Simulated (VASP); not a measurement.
# Be: single point with PBE+D3(BJ)

Be:

```
Be
1.0
     2.26955    0.00000    0.00000
    -1.13478    1.96549    0.00000
     0.00000    0.00000    3.58761
Be
2
Cartesian
  -0.0357 1.3103 0.8969
  1.1704 0.6552 2.6907
```

This cell differs from its parent crystal: atoms displaced along a vibrational mode, the cell strained.

| Item | Value |
| --- | --- |
| Program | VASP 6.6.1 |
| Task | single point |
| Functional | PBE |
| Dispersion | D3(BJ) |
| Potentials or basis | VASP PAW PBE potentials, release 64 (Be) |
| Cutoff | 520 eV |
| k mesh | 24 × 24 × 12 |
| Occupations | gaussian, width 0.15 eV |
| Spin | no spin polarisation |

- Pressure: -8.5 GPa
- Largest force: 0.246 eV/Å
- Band gap on the k mesh: zero (bands 2 and 3 overlap by 2.07 eV)
- Dispersion energy per atom: -0.351 eV

Forces in eV/Å, atoms in the order of the input:
```
Be   0.245  0.020  0.000
Be  -0.245 -0.020  0.000
```

Stress tensor (GPa, compression positive):
```
-8.05  1.79  0.00
 1.79 -7.93  0.00
 0.00  0.00 -9.52
```

Levels at points of the mesh, in eV from the Fermi level:
```
           k point  band 1  band 2  band 3  band 4  band 5  band 6
(0.00, 0.00, 0.00)  -11.29   -4.44    1.00   15.71   16.17   18.36
(0.50, 0.00, 0.00)   -4.84   -3.33    3.84    6.07    7.03    9.41
(0.00, 0.50, 0.00)   -4.96   -3.11    3.59    6.43    6.62    9.42
(0.50, 0.50, 0.00)   -5.06   -2.89    3.36    6.22    6.79    9.38
(0.00, 0.00, 0.50)   -9.15   -9.15   10.49   10.49   17.49   17.49
(0.50, 0.00, 0.50)   -3.66   -3.66    1.70    1.70   11.96   11.96
(0.00, 0.50, 0.50)   -3.59   -3.59    1.54    1.54   11.93   11.93
(0.50, 0.50, 0.50)   -3.51   -3.51    1.37    1.37   11.94   11.94
```

It took 2.4 min on 1 thread of Oxide Virtual Turin-like Processor, with other jobs on the host, peak memory 0.32 GiB.

Caveat: the cell differs from its parent crystal (atoms displaced along a vibrational mode, the cell strained); the cell stands under tension.
